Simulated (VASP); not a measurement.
The system is PrHRh3.

```
Pr H Rh
1.0
     3.52421    0.00000    0.00000
     0.00000    3.52421    0.00000
     0.00000    0.00000    6.13875
Pr H Rh
1 1 3
Direct
  0.50000 0.50000 0.50000
  0.00000 0.00000 0.50000
  0.50000 0.50000 0.00000
  0.00000 0.00000 0.79792
  0.00000 0.00000 0.20208
```

The cell was generated, and may not be a known phase.

* Program: VASP 6.6.1
* Task: relaxation of cell and atoms
* Functional: PBE
* Potentials or basis: VASP PAW PBE potentials, release 64 (Pr, H, Rh_pv)
* Cutoff: 600 eV
* k mesh: 10 × 10 × 6
* Occupations: gaussian, width 0.1 eV
* Spin: no spin polarisation

At the start: pressure -6.1 GPa; volume 15.25 Å³/atom.

Question: Where does the relaxation end?

Answer: Over 10 steps the energy falls by 21.7 meV/atom and the volume is 14.51 Å³/atom (-4.8 %); space group P4/mmm (No. 123, to 0.1 Å) before and after.

Step by step:
```
step  energy change (eV)  largest force (eV/Å)  pressure (GPa)  volume (Å³)
   1              0.0000                0.7507           -6.15        76.24
   2             -0.0562                0.3157            6.36        69.97
   3             -0.0967                0.5140            0.92        72.32
   4             -0.1071                0.1235           -0.17        72.55
   5             -0.1081                0.0135            0.07        72.50
   6             -0.1083                0.0075           -0.02        72.56
   7             -0.1084                0.0018           -0.10        72.61
   8             -0.1084                0.0026           -0.08        72.60
   9             -0.1084                0.0035            0.08        72.53
  10             -0.1084                0.0031            0.01        72.56
```

Final structure:
```
Pr H Rh
1.0
     3.46559    0.00000    0.00000
     0.00000    3.46559    0.00000
     0.00000    0.00000    6.04169
Pr H Rh
1 1 3
Direct
  0.50000 0.50000 0.50000
  0.00000 0.00000 0.50000
  0.50000 0.50000 0.00000
  0.00000 0.00000 0.79076
  0.00000 0.00000 0.20924
```

Caveat: semilocal functionals describe open f shells poorly, which spoils levels, moments and volumes.
